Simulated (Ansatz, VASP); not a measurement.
**SiO2: VASP beside Ansatz**

File INCAR:

```
PREC = Accurate
ENCUT = 520
EDIFF = 1E-6
ISMEAR = 0
SIGMA = 0.05
LREAL = False
LASPH = True
NELM = 80
ALGO = Normal
ISIF = 2
LWAVE = False
LCHARG = False
GGA = CA
NBANDS = 25
```

File KPOINTS:

```
regular mesh
0
Gamma
  6 6 10
```

The input POSCAR:

```
SiO2
1.0
    4.2502255888      0.0000000000      0.0000000000
    0.0000000000      4.2502255888      0.0000000000
    0.0000000000      0.0000000000      2.6249393236
Si O
2 4
Direct
    0.5000000000      0.5000000000      0.5000000000
    0.0000000000      0.0000000000      0.0000000000
    0.6944252994      0.6944252994      0.0000000000
    0.1944252994      0.8055747006      0.5000000000
    0.3055747006      0.3055747006      0.0000000000
    0.8055747006      0.1944252994      0.5000000000
```

Input for Ansatz:

```yaml
crystal:
  lattice:
    - [4.2502255888, 0.0, 0.0]
    - [0.0, 4.2502255888, 0.0]
    - [0.0, 0.0, 2.6249393236]
  atoms:
    - { symbol: Si, position: [0.5, 0.5, 0.5] }
    - { symbol: Si, position: [0.0, 0.0, 0.0] }
    - { symbol: O, position: [0.6944252994, 0.6944252994, 0.0] }
    - { symbol: O, position: [0.1944252994, 0.8055747006, 0.5] }
    - { symbol: O, position: [0.3055747006, 0.3055747006, 0.0] }
    - { symbol: O, position: [0.8055747006, 0.1944252994, 0.5] }
basis:
  ecutwfc: 520.0
kpoints:
  mp_grid: { grid: [6, 6, 10] }
hamiltonian:
  xc: lda
  pseudopotentials: { kind: paw, azcp: { folder: soft_1 } }
scf:
  occupations: { method: gaussian, width: 0.05 }
output:
  forces: true
  stress: true
  eigenvalues: true
```

Alike in both runs: task single point; functional LDA; k mesh 6 × 6 × 10; occupations gaussian, width 0.05 eV; no spin polarisation.

|  | VASP | Ansatz |
| --- | --- | --- |
| version | VASP 6.6.1 | Ansatz 0.2.0 |
| potentials or method | VASP PAW LDA potentials, release 64 (Si, O), cutoff 520 eV | scalar-relativistic, plane waves, PAW |
| valence electrons in the cell | 32 | 32 |

Ansatz gave:

- gap on the k mesh at the Fermi level (eV): 5.36
- least direct gap on the mesh (eV): 5.36
- pressure (GPa): -8.2
- traceless stress, the component that is largest in VASP (GPa): 10.02
- rms of the force components (eV/Å): 0.213

Problem. What did VASP give for the same quantities?

Solution. gap on the k mesh at the Fermi level (eV): 5.36; least direct gap on the mesh (eV): 5.36; pressure (GPa): -7.2; traceless stress, the component that is largest in VASP (GPa): 10.77; rms of the force components (eV/Å): 0.191.

Ansatz warns that its potentials were made for another functional, while VASP's fit it. LDA's correlation is that of Perdew and Zunger in VASP and of Perdew and Wang (1992) in Ansatz. Atom by atom the forces differ by 0.022 eV/Å (rms over components).
